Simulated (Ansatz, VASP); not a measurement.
## One calculation of Ni, two programs

INCAR

```
PREC = Accurate
ENCUT = 520
EDIFF = 1E-6
ISMEAR = -1
SIGMA = 0.1
LREAL = False
LASPH = True
NELM = 80
ALGO = Normal
ISIF = 2
LWAVE = False
LCHARG = False
GGA = RE
NBANDS = 17
```

File KPOINTS:

```
Automatic mesh
0
Gamma
  17 17 17
```

POSCAR

```
Ni
1.0
    0.0000000000      2.5365557823      2.5365557823
    2.5365557823      0.0000000000      2.5365557823
    2.5365557823      2.5365557823      0.0000000000
Ni
2
Direct
    0.1250000000      0.1250000000      0.1250000000
    0.8750000000      0.8750000000      0.8750000000
```

Input for Ansatz:

```yaml
crystal:
  lattice:
    - [0.0, 2.5365557823, 2.5365557823]
    - [2.5365557823, 0.0, 2.5365557823]
    - [2.5365557823, 2.5365557823, 0.0]
  atoms:
    - { symbol: Ni, position: [0.125, 0.125, 0.125] }
    - { symbol: Ni, position: [0.875, 0.875, 0.875] }
hamiltonian:
  xc: revpbe
  pseudopotentials:
    kind: paw
    azcp:
      Ni: "pseudopotentials/Ni.paw.azcp"
basis:
  ecutwfc: 420
  fft_grid_basis: typed
kpoints:
  mp_grid: { grid: [17, 17, 17], shift: [0, 0, 0] }
magnetization:
  spin_polarized: false
scf:
  occupations: { method: fermi_dirac, width: 0.1 }
output:
  stress: true
  write_density: true
  write_potential: true
  elf: true
  volumetric_format: npy
```

Alike in both runs: task single point; functional revPBE; k mesh 17 × 17 × 17; occupations fermi-dirac, width 0.1 eV; no spin polarisation.

|  | VASP | Ansatz |
| --- | --- | --- |
| version | VASP 6.6.1 | Ansatz 0.2.0 |
| potentials or method | VASP PAW PBE potentials, release 64 (Ni), cutoff 520 eV | plane waves (420 eV) with PAW, scalar-relativistic |
| valence electrons in the cell | 20 | 36 |

|  | VASP | Ansatz | Ansatz less VASP |
| --- | --- | --- | --- |
| pressure (GPa) | 3.7 | 3.7 | -0.02 |

VASP's potentials were made for PBE, not for revPBE. The functional is the same, so the differences come from potentials, cutoffs and numerics. VASP's potentials hold 20 valence electrons a cell and Ansatz's 36, so a difference there can come from the potentials and not from the codes.
